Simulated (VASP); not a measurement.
Set up this calculation in VASP 6.6.1, as the native input.

```yaml
Task: single point
Functional: PBEsol
Potentials_or_basis: VASP PAW PBE potentials, release 64 (Ti_sv, B)
Cutoff: 520 eV
k_mesh: 14 × 14 × 14
Occupations: gaussian, width 0.1 eV
Spin: no spin polarisation
Dipole_correction: no
Further_INCAR_settings: ALGO = Normal; EDIFF = 1e-06; NBANDS = 14
```

The structure of TiB lies in POSCAR:

```
TiB
1.0
    0.0000000000      2.5014589732      2.5014589732
    2.5014589732      0.0000000000      2.5014589732
    2.5014589732      2.5014589732      0.0000000000
Ti B
1 1
Direct
    0.7500000000      0.7500000000      0.7500000000
    0.0000000000      0.0000000000      0.0000000000
```

This cell differs from its parent crystal: volume scaled by 1.06.

The input as run:

INCAR

```
SYSTEM = TiB
ALGO = Normal
EDIFF = 1E-6
ENCUT = 520
GGA = PS
ISIF = 2
ISMEAR = 0
LASPH = .True.
LCHARG = .False.
LREAL = .False.
LWAVE = .False.
NBANDS = 14
NELM = 80
PREC = Accurate
SIGMA = 0.1
```

KPOINTS

```
k-points
0
Gamma
  14 14 14
  0 0 0
```

Potentials or basis: VASP PAW PBE potentials, release 64 (Ti_sv, B).

Command:

```bash
$ cat potpaw_PBE.64/Ti_sv/POTCAR potpaw_PBE.64/B/POTCAR > POTCAR
$ mpirun -np 1 vasp_std > vasp.out
```

It gave:

| Property | Result |
| --- | --- |
| Pressure | -5.6 GPa |

Caveat: the PAW data sets were made with another functional, which shifts forces and pressure a little.

Wall time 20 s on 1 thread of Intel(R) Xeon(R) 6975P-C (Granite Rapids), with other jobs on the host, peak memory 0.19 GiB.
